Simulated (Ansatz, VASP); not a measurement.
# PbSe in VASP and in Ansatz

INCAR

```
SYSTEM = PbSe
PREC = Accurate
ENCUT = 400
EDIFF = 1E-8
ISMEAR = -1
SIGMA = 0.01
LREAL = .False.
LASPH = .True.
NELM = 120
ALGO = Normal
ISIF = 2
LWAVE = .False.
LCHARG = .False.
GGA = PS
LEFG = .True.
NBANDS = 17
GGA_COMPAT = .False.
```

The input KPOINTS:

```
regular mesh
0
Gamma
  9 9 9
  0 0 0
```

POSCAR

```
PbSe
1.0
    0.0000000000      3.0824297301      3.0824297301
    3.0824297301      0.0000000000      3.0824297301
    3.0824297301      3.0824297301      0.0000000000
Pb Se
1 1
Direct
    0.0000000000      0.0000000000      0.0000000000
    0.5000000000      0.5000000000      0.5000000000
```

Input for Ansatz:

```yaml
crystal:
  lattice:
    - [0.0, 3.0824297301, 3.0824297301]
    - [3.0824297301, 0.0, 3.0824297301]
    - [3.0824297301, 3.0824297301, 0.0]
  atoms:
    - { symbol: Pb, position: [0.0, 0.0, 0.0] }
    - { symbol: Se, position: [0.5, 0.5, 0.5] }
kpoints:
  mp_grid: { grid: [9, 9, 9] }
scf:
  occupations: { method: fermi_dirac, width: 0.01 }
hamiltonian:
  xc: pbesol
  pseudopotentials: { kind: paw }
output:
  forces: true
  stress: true
  eigenvalues: true
  efg: { contact_densities: true }
  write_density: true
  write_potential: true
  elf: true
  volumetric_format: npy
```

Change from the starting cell: volume scaled by 1.02, PAW files.

Alike in both runs: task electric field gradients; functional PBEsol; k mesh 9 × 9 × 9; occupations fermi-dirac, width 0.01 eV; no spin polarisation.

```csv
,VASP,Ansatz
version,VASP 6.6.1,Ansatz 0.2.0
potentials or method,"VASP PAW PBE potentials, release 64 (Pb_d, Se)","PAW with Ansatz's default frozen-core files, scalar-relativistic"
plane-wave cutoff (eV),400,420
valence electrons in the cell,20,30
```

|  | VASP | Ansatz | Ansatz less VASP |
| --- | --- | --- | --- |
| pressure (GPa) | -1.6 | -1.5 | +0.02 |

VASP's potentials were made for PBE, not for PBEsol. VASP's potentials hold 20 valence electrons a cell and Ansatz's 30, so a difference there can come from the potentials and not from the codes.

Spin-orbit coupling is off throughout.
